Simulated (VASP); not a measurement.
# SiNi in VASP: further runs

The runs below take SiNi through single point, with PBEsol.

Everything below comes from runs of VASP 6.6.1. Logs are shortened: lines on timing, memory, paths and dates and some standing lists are left out, and cuts for length are marked.

### 1 The cell of the first run

Symmetry: P2_13, No. 198, cubic system. The conventional cell has a = 4.111 Å, b = 4.111 Å, c = 4.111 Å, α = 90.00°, β = 90.00°, γ = 90.00°. Within 2.9 Å of Si (site symmetry 3) lie 7 Ni at 2.15 to 2.23 Å and 6 Si at 2.54 Å. Within 2.9 Å of Ni (site symmetry 3) lie 7 Si at 2.15 to 2.23 Å and 6 Ni at 2.53 Å.

### 2 Single point, PBEsol (strain -0.080 along x and y, -0.080 along z)

The input, INCAR:

```
SYSTEM = SiNi
PREC = Accurate ; ENCUT = 520
EDIFF = 1E-6 ; ISMEAR = 0
SIGMA = 0.15 ; LREAL = .False.
LASPH = .True. ; NELM = 60
ALGO = Normal ; ISIF = 2
LWAVE = .False. ; LCHARG = .False.
GGA = PS ; NBANDS = 38
```

The input, KPOINTS:

```
regular mesh
0
Gamma
  10 10 10
  0 0 0
```

The input, POSCAR:

```
SiNi
1.0
    4.1105388466      0.0000000000      0.0000000000
    0.0000000000      4.1105388466      0.0000000000
    0.0000000000      0.0000000000      4.1105388466
Si Ni
4 4
Direct
    0.8464645187      0.8464645187      0.8464645187
    0.6535354813      0.1535354813      0.3464645187
    0.3464645187      0.6535354813      0.1535354813
    0.1535354813      0.3464645187      0.6535354813
    0.1489904732      0.1489904732      0.1489904732
    0.3510095268      0.8510095268      0.6489904732
    0.6489904732      0.3510095268      0.8510095268
    0.8510095268      0.6489904732      0.3510095268
```

Potentials or basis: VASP PAW PBE potentials, release 64 (Si, Ni).

On the command line:

```
cat potpaw_PBE.64/Si/POTCAR potpaw_PBE.64/Ni/POTCAR > POTCAR
mpirun -np 1 vasp_std > vasp.out
```

OUTCAR:

```text
SYSTEM = SiNi
   PREC = Accurate
   ENCUT = 520
   EDIFF = 1E-6
   ISMEAR = 0
   LREAL = .False.
   LASPH = .True.
   NELM = 60
   ISIF = 2
   GGA = PS

 ion  position               nearest neighbor table
   1  0.846  0.846  0.846-   5 2.15   6 2.19   7 2.19   8 2.19   7 2.23   8 2.23   6 2.23   3 2.54
                             4 2.54   2 2.54   2 2.54   4 2.54   3 2.54
   2  0.654  0.154  0.346-   6 2.15   5 2.19   7 2.19   8 2.19   7 2.23   8 2.23   5 2.23   1 2.54
                             1 2.54   3 2.54   3 2.54   4 2.54   4 2.54
   3  0.346  0.654  0.154-   7 2.15   6 2.19   5 2.19   8 2.19   8 2.23   6 2.23   5 2.23   1 2.54
                             4 2.54   2 2.54   2 2.54   4 2.54   1 2.54
   4  0.154  0.346  0.654-   8 2.15   6 2.19   7 2.19   5 2.19   6 2.23   5 2.23   7 2.23   1 2.54
                             3 2.54   2 2.54   1 2.54   2 2.54   3 2.54
   5  0.149  0.149  0.149-   1 2.15   2 2.19   3 2.19   4 2.19   3 2.23   4 2.23   2 2.23   6 2.53
                             7 2.53   8 2.53   6 2.53   8 2.53   7 2.53
   6  0.351  0.851  0.649-   2 2.15   1 2.19   3 2.19   4 2.19   3 2.23   4 2.23   1 2.23   8 2.53
                             5 2.53   5 2.53   7 2.53   7 2.53   8 2.53
   7  0.649  0.351  0.851-   3 2.15   2 2.19   1 2.19   4 2.19   4 2.23   2 2.23   1 2.23   8 2.53
                             5 2.53   8 2.53   6 2.53   6 2.53   5 2.53
   8  0.851  0.649  0.351-   4 2.15   2 2.19   3 2.19   1 2.19   2 2.23   1 2.23   3 2.23   7 2.53
                             5 2.53   7 2.53   5 2.53   6 2.53   6 2.53

  LATTYP: Found a simple cubic cell.
 ALAT       =     4.1105388466

  Lattice vectors:

 A1 = (   4.1105388466,   0.0000000000,   0.0000000000)
 A2 = (   0.0000000000,   4.1105388466,   0.0000000000)
 A3 = (   0.0000000000,   0.0000000000,   4.1105388466)

Analysis of symmetry for initial positions (statically):
=====================================================================
 Subroutine PRICEL returns:
 Original cell was already a primitive cell.

 Routine SETGRP: Setting up the symmetry group for a
 simple cubic supercell.

 Subroutine GETGRP returns: Found 12 space group operations
 (whereof  3 operations were pure point group operations)
 out of a pool of 48 trial point group operations.

The static configuration has the point symmetry C_3 .
 The point group associated with its full space group is T   .

Analysis of symmetry for dynamics (positions and initial velocities):
=====================================================================
 Subroutine PRICEL returns:
 Original cell was already a primitive cell.

 Routine SETGRP: Setting up the symmetry group for a
 simple cubic supercell.

 Subroutine GETGRP returns: Found 12 space group operations
 (whereof  3 operations were pure point group operations)
 out of a pool of 48 trial point group operations.

The dynamic configuration has the point symmetry C_3 .
 The point group associated with its full space group is T   .

 Subroutine INISYM returns: Found 12 space group operations
 (whereof  3 operations are pure point group operations),
 and found     1 'primitive' translations

----------------------------------------------------------------------------------------

                                     Primitive cell

  volume of cell :      69.4538

  direct lattice vectors                    reciprocal lattice vectors
     4.110538847  0.000000000  0.000000000     0.243277107  0.000000000  0.000000000
     0.000000000  4.110538847  0.000000000     0.000000000  0.243277107  0.000000000
     0.000000000  0.000000000  4.110538847     0.000000000  0.000000000  0.243277107

  length of vectors
     4.110538847  4.110538847  4.110538847     0.243277107  0.243277107  0.243277107

  position of ions in fractional coordinates (direct lattice)
     0.846464519  0.846464519  0.846464519
     0.653535481  0.153535481  0.346464519
     0.346464519  0.653535481  0.153535481
     0.153535481  0.346464519  0.653535481
     0.148990473  0.148990473  0.148990473
     0.351009527  0.851009527  0.648990473
     0.648990473  0.351009527  0.851009527
     0.851009527  0.648990473  0.351009527

  ion indices of the primitive-cell ions
   primitive index   ion index
                 1           1
                 2           2
                 3           3
                 4           4
                 5           5
                 6           6
                 7           7
                 8           8

----------------------------------------------------------------------------------------

 KPOINTS: regular mesh

Automatic generation of k-mesh.
 Grid dimensions read from file:
 generate k-points for:   10   10   10

 Generating k-lattice:

  Cartesian coordinates                     Fractional coordinates (reciprocal lattice)
     0.024327711  0.000000000  0.000000000     0.100000000  0.000000000  0.000000000
     0.000000000  0.024327711  0.000000000     0.000000000  0.100000000  0.000000000
     0.000000000  0.000000000  0.024327711     0.000000000  0.000000000  0.100000000

  Length of vectors
     0.024327711  0.024327711  0.024327711

  Shift w.r.t. Gamma in fractional coordinates (k-lattice)
     0.000000000  0.000000000  0.000000000

 Subroutine IBZKPT returns following result:
 ===========================================

 Found     76 irreducible k-points:

 Following reciprocal coordinates:
            Coordinates               Weight
  0.000000  0.000000  0.000000      1.000000
  0.100000  0.000000  0.000000      6.000000
  0.200000  0.000000  0.000000      6.000000
  0.300000  0.000000  0.000000      6.000000
  0.400000  0.000000  0.000000      6.000000
  0.500000  0.000000  0.000000      3.000000
[... 16 lines left out ...]
  0.300000  0.300000  0.000000     12.000000
  0.400000  0.300000  0.000000     12.000000
 [... further k-points ...]
   k-points           NKPTS =     76   k-points in BZ     NKDIM =     76   number of bands    NBANDS=     38
   number of dos      NEDOS =    301   number of ions     NIONS =      8
   total plane-waves  NPLWV =  32768
   dimension x,y,z NGX =    32 NGY =   32 NGZ =   32
   dimension x,y,z NGXF=    64 NGYF=   64 NGZF=   64
   ions per type =               4   4
   NGX,Y,Z   is equivalent  to a cutoff of  12.94, 12.94, 12.94 a.u.
   NGXF,Y,Z  is equivalent  to a cutoff of  25.88, 25.88, 25.88 a.u.
 SYSTEM =  SiNi
   PREC   = accura    normal or accurate (medium, high low for compatibility)
   ISTART =      0    job   : 0-new  1-cont  2-samecut
   ICHARG =      2    charge: 1-file 2-atom 10-const
   ISPIN  =      1    spin polarized calculation?
   LNONCOLLINEAR =      F non collinear calculations
   LSORBIT =      F    spin-orbit coupling
   LASPH  =      T    aspherical Exc in radial PAW
   ENCUT  =  520.0 eV  38.22 Ry    6.18 a.u.   7.64  7.64  7.64*2*pi/ulx,y,z
   NELM   =     60;   NELMIN=  2; NELMDL= -5     # of ELM steps
   EDIFF  = 0.1E-05   stopping-criterion for ELM
   LREAL  =      F    real-space projection
   EDIFFG = 0.1E-04   stopping-criterion for IOM
   NSW    =      0    number of steps for IOM
   IBRION =     -1    ionic relax: 0-MD 1-quasi-New 2-CG
   NFREE  =      0    steps in history (QN), initial steepest desc. (CG)
   ISIF   =      2    stress and relaxation
   ISYM   =      2    0-nonsym 1-usesym 2-fastsym
   POTIM  = 0.5000    time-step for ionic-motion
   TEBEG  =    0.0;   TEEND  =   0.0 temperature during run
   PSTRESS=    0.0 pullay stress
   NELECT =      56.0000    total number of electrons
   NUPDOWN=      -1.0000    fix difference up-down
   EMIN   =  10.00;   EMAX   =-10.00  energy-range for DOS
   EFERMI =   0.00;   METHOD = LEGACY
   ISMEAR =     0;   SIGMA  =   0.15  broadening in eV -4-tet -1-fermi 0-gaus
   EFERMI_NEDOS =   21; number of points for ismear=-14 and -15
   IALGO  =     38    algorithm
   IMIX   =      4    mixing-type and parameters
     AMIX     =   0.40;   BMIX     =  1.00
     AMIX_MAG =   1.60;   BMIX_MAG =  1.00
  volume/ion in A,a.u.               =       8.68        58.59
  Fermi-wavevector in a.u.,A,eV,Ry     =   1.523721  2.879415 31.588990  2.321725
  Thomas-Fermi vector in A             =   2.632126
   LORBIT       =      0    0 simple, 1 ext, 2 COOP (PROOUT), +10 PAW based schemes
   GGA     = PS    functional components
   LHFCALC =     F    Hartree Fock is set to
   AEXX    =    0.0000 exact exchange contribution
   IVDW    =     0    specifies the selected vdW correction
   LEPSILON=     F    determine dielectric tensor
   LRPA    =     F    only Hartree local field effects (RPA)
 non-spin polarized calculation
 Gauss-broadening in eV      SIGMA  =   0.15
  energy-cutoff  :      520.00
  volume of cell :       69.45
 maximum number of plane-waves:      1888
   NGX = 15   NGY = 15   NGZ = 15

 number of electron      55.9999924 magnetization

 Free energy of the ion-electron system (eV)
  ---------------------------------------------------
  ext. energy  EPLUGINS =         0.00000000
  ---------------------------------------------------
  free energy    TOTEN  =       -47.17602898 eV

  energy without entropy =      -47.15106850  energy(sigma->0) =      -47.16354874

 E-fermi :  17.0126     XC(G=0): -14.1068

 val. band max:       17.0058069184   @ k =   0.2000   0.1000   0.1000
 cond. band min:      17.0129024584   @ k =   0.4000   0.1000   0.1000
 fundamental gap:      0.0070955399
 Fermi energy:        17.0125847600

 k-point     1 :       0.0000    0.0000    0.0000
  band No.  band energies     occupation
      1      -0.3598      2.00000
      2       6.0442      2.00000
      3       6.0442      2.00000
      4       6.0442      2.00000
      5       8.5352      2.00000
      6       8.5352      2.00000
[... 30 lines left out ...]
     37      21.9098      0.00000
     38      21.9098      0.00000
[... 941 lines left out ...]
     37      23.9610      0.00000
     38      24.2996      0.00000

 [... further k-points ...]

------------------------ aborting loop because EDIFF is reached ----------------------------------------

  FORCE on cell =-STRESS in cart. coord.  units (eV):
  Direction    XX          YY          ZZ          XY          YZ          ZX
  --------------------------------------------------------------------------------------
  -------------------------------------------------------------------------------------
  Total       39.0443867     39.0443867     39.0443867     -0.0000000      0.0000000     -0.0000000
  in kB      900.6849738    900.6849738    900.6849738     -0.0000000      0.0000000     -0.0000000
  external PRESSURE =     900.6849738 kB  Pullay stress =       0.0000000 kB

 VOLUME and BASIS-vectors are now :
 -----------------------------------------------------------------------------
  energy-cutoff  :      520.00
  volume of cell :       69.45
      direct lattice vectors                 reciprocal lattice vectors
     4.110538847  0.000000000  0.000000000     0.243277107  0.000000000  0.000000000
     0.000000000  4.110538847  0.000000000     0.000000000  0.243277107  0.000000000
     0.000000000  0.000000000  4.110538847     0.000000000  0.000000000  0.243277107

 POSITION                                       TOTAL-FORCE (eV/Angst)
 -----------------------------------------------------------------------------------
      3.47943      3.47943      3.47943         0.096185      0.096185      0.096185
      2.68638      0.63111      1.42416        -0.096185     -0.096185      0.096185
      1.42416      2.68638      0.63111         0.096185     -0.096185     -0.096185
      0.63111      1.42416      2.68638        -0.096185      0.096185     -0.096185
      0.61243      0.61243      0.61243         0.182166      0.182166      0.182166
      1.44284      3.49811      2.66770        -0.182166     -0.182166      0.182166
      2.66770      1.44284      3.49811         0.182166     -0.182166     -0.182166
      3.49811      2.66770      1.44284        -0.182166      0.182166     -0.182166
 -----------------------------------------------------------------------------------
    total drift:                                0.000000      0.000000     -0.000000

  FREE ENERGIE OF THE ION-ELECTRON SYSTEM (eV)
  ---------------------------------------------------
  free  energy   TOTEN  =       -47.1760289835 eV

  energy  without entropy=      -47.1510685043  energy(sigma->0) =      -47.16354874
```

Run time: 71 s. Hardware: 1 thread of Intel Xeon 6975P-C (Granite Rapids), shared host; peak memory 0.27 GiB.

What came out:

```yaml
Free_energy: -47.1760 eV
Pressure: 90.1 GPa
Largest_force: 0.316 eV/Å
Band_gap_on_the_k_mesh: zero (bands 28 and 29 overlap by 1.56 eV)
```

Forces in eV/Å, atoms in the order of the input:
```
Si   0.096  0.096  0.096
Si  -0.096 -0.096  0.096
Si   0.096 -0.096 -0.096
Si  -0.096  0.096 -0.096
Ni   0.182  0.182  0.182
Ni  -0.182 -0.182  0.182
Ni   0.182 -0.182 -0.182
Ni  -0.182  0.182 -0.182
```

Caveat: the cell differs from its parent crystal (strain -0.080 along x and y, -0.080 along z); the cell stands under pressure; the PAW data sets were made with another functional, which shifts forces and pressure a little. Spin polarisation is off, so any magnetic state and its effect on volume and gap are missing.

### 3 Single point, PBEsol (strain +0.080 along x and y, +0.080 along z)

The input, INCAR:

```
ALGO     = Normal         # electronic algorithm
EDIFF    = 1E-6           # SCF threshold, eV
ENCUT    = 520            # plane-wave cutoff, eV
GGA      = PS             # functional
ISIF     = 2              # what is computed and relaxed
ISMEAR   = 0              # smearing method
LASPH    = T              # aspherical terms in the spheres
LCHARG   = F              # write CHGCAR
LREAL    = F              # projectors in reciprocal space
LWAVE    = F              # write WAVECAR
NBANDS   = 38             # bands
NELM     = 80             # most SCF steps
PREC     = Accurate       # precision mode
SIGMA    = 0.15           # smearing width, eV
```

The input, KPOINTS:

```
k-points
0
Gamma
  10 10 10
```

Changes to POSCAR since step 2:

```diff
@@ -2,5 +2,5 @@
 1.0
-    4.1105388466      0.0000000000      0.0000000000
-    0.0000000000      4.1105388466      0.0000000000
-    0.0000000000      0.0000000000      4.1105388466
+    4.8254151678      0.0000000000      0.0000000000
+    0.0000000000      4.8254151678      0.0000000000
+    0.0000000000      0.0000000000      4.8254151678
 Si Ni
```

Potentials or basis: VASP PAW PBE potentials, release 64 (Si, Ni).

On the command line:

```
cat potpaw_PBE.64/Si/POTCAR potpaw_PBE.64/Ni/POTCAR > POTCAR
mpirun -np 1 vasp_std > vasp.out
```

Run time: 2.1 min. Hardware: 1 thread of Intel Xeon 6975P-C (Granite Rapids), shared host; peak memory 0.37 GiB.

It converged, with:

```yaml
Free_energy: -49.2136 eV
Pressure: -26.4 GPa
Largest_force: 0.102 eV/Å
Band_gap_on_the_k_mesh: zero (bands 28 and 29 overlap by 0.82 eV)
```

Forces on the atoms (eV/Å):
```
Si  -0.058 -0.058 -0.058
Si   0.058  0.058 -0.058
Si  -0.058  0.058  0.058
Si   0.058 -0.058  0.058
Ni  -0.059 -0.059 -0.059
Ni   0.059  0.059 -0.059
Ni  -0.059  0.059  0.059
Ni   0.059 -0.059  0.059
```

Levels at points of the mesh, in eV from the Fermi level:
```csv
k point,band 25,band 26,band 27,band 28,band 29,band 30,band 31,band 32
"(0.00, 0.00, 0.00)",-1.08,-1.08,-1.08,0.64,0.64,0.64,1.41,1.41
"(0.50, 0.00, 0.00)",-1.34,-1.34,-0.29,-0.29,-0.18,-0.18,2.26,2.26
"(0.50, 0.50, 0.00)",-0.96,-0.96,-0.66,-0.66,0.21,0.21,0.79,0.79
"(0.50, 0.50, 0.50)",-1.19,-1.19,-1.19,-1.19,3.32,3.32,3.32,3.32
```

Caveat: the cell differs from its parent crystal (strain +0.080 along x and y, +0.080 along z); the cell stands under tension; the PAW data sets were made with another functional, which shifts forces and pressure a little. Spin polarisation is off, so any magnetic state and its effect on volume and gap are missing.

### 4 Single point, PBEsol (strain -0.080 along x and y, -0.040 along z)

The input, INCAR:

```
SYSTEM = SiNi
  PREC = Accurate
  ENCUT = 520
  EDIFF = 1E-6
  ISMEAR = 0
  SIGMA = 0.15
  LREAL = .False.
  LASPH = .True.
  NELM = 80
  ALGO = Normal
  ISIF = 2
  LWAVE = .False.
  LCHARG = .False.
  GGA = PS
  NBANDS = 38
```

The input, KPOINTS:

```
regular mesh
0
Gamma
  10 10 10
  0 0 0
```

Changes to POSCAR since step 3:

```diff
@@ -2,5 +2,5 @@
 1.0
-    4.8254151678      0.0000000000      0.0000000000
-    0.0000000000      4.8254151678      0.0000000000
-    0.0000000000      0.0000000000      4.8254151678
+    4.1105388466      0.0000000000      0.0000000000
+    0.0000000000      4.1105388466      0.0000000000
+    0.0000000000      0.0000000000      4.2892579269
 Si Ni
```

On the command line:

```
cat potpaw_PBE.64/Si/POTCAR potpaw_PBE.64/Ni/POTCAR > POTCAR
mpirun -np 1 vasp_std > vasp.out
```

It took 3.2 min on 1 thread of Intel Xeon 6975P-C (Granite Rapids), shared host; peak memory 0.51 GiB.

The run converged. Its results:

```yaml
Free_energy: -48.5784 eV
Pressure: 68.4 GPa
Largest_force: 0.350 eV/Å
Band_gap_on_the_k_mesh: zero (bands 28 and 29 overlap by 1.62 eV)
```

Forces in eV/Å, atoms in the order of the input:
```
Si   0.245 -0.060  0.114
Si  -0.245  0.060  0.114
Si   0.245  0.060 -0.114
Si  -0.245 -0.060 -0.114
Ni  -0.056  0.332  0.094
Ni   0.056 -0.332  0.094
Ni  -0.056 -0.332 -0.094
Ni   0.056  0.332 -0.094
```

Stress tensor (GPa, compression positive):
```
72.42  0.00  0.00
 0.00 72.61  0.00
 0.00  0.00 60.12
```

Levels at points of the mesh, in eV from the Fermi level:
| k point | band 25 | band 26 | band 27 | band 28 | band 29 | band 30 | band 31 | band 32 |
| --- | --- | --- | --- | --- | --- | --- | --- | --- |
| (0.00, 0.00, 0.00) | -2.35 | -2.33 | -2.29 | 1.28 | 1.37 | 1.47 | 1.51 | 1.55 |
| (0.50, 0.00, 0.00) | -2.86 | -2.86 | -0.91 | -0.91 | -0.34 | -0.34 | 2.90 | 2.90 |
| (0.00, 0.50, 0.00) | -2.92 | -2.92 | -1.17 | -1.17 | -0.03 | -0.03 | 2.94 | 2.94 |
| (0.50, 0.50, 0.00) | -2.30 | -2.30 | -1.53 | -1.53 | 0.42 | 0.42 | 0.63 | 0.63 |
| (0.00, 0.00, 0.50) | -2.83 | -2.83 | -0.97 | -0.97 | -0.03 | -0.03 | 3.05 | 3.05 |
| (0.50, 0.00, 0.50) | -2.23 | -2.23 | -1.32 | -1.32 | 0.63 | 0.63 | 1.11 | 1.11 |
| (0.00, 0.50, 0.50) | -2.23 | -2.23 | -1.37 | -1.37 | 0.71 | 0.71 | 1.19 | 1.19 |
| (0.50, 0.50, 0.50) | -2.56 | -2.56 | -2.56 | -2.56 | 4.79 | 4.79 | 4.79 | 4.79 |

Caveat: the cell differs from its parent crystal (strain -0.080 along x and y, -0.040 along z); the cell stands under pressure; the PAW data sets were made with another functional, which shifts forces and pressure a little.

### 5 The runs side by side

```tsv
cell	gap on the mesh (eV)	pressure (GPa)	largest force (eV/Å)
a = 4.111 Å, 8 atoms	none	90.1	0.32
a = 4.825 Å, 8 atoms	none	-26.4	0.10
a = 4.111, b = 4.111, c = 4.289 Å, 8 atoms	none	68.4	0.35
```

Alike in all rows: task single point; level PBEsol; potentials or basis VASP PAW PBE potentials, release 64 (Si, Ni); no spin polarisation; k mesh 10 × 10 × 10; cutoff (eV) 520; smearing gaussian 0.15 eV.

Caveats: the PAW data sets were made with another functional, which shifts forces and pressure a little; the cell stands under pressure (at least some runs); the cell stands under tension (at least some runs).

Absolute energies hang on the potentials; compare differences alone.
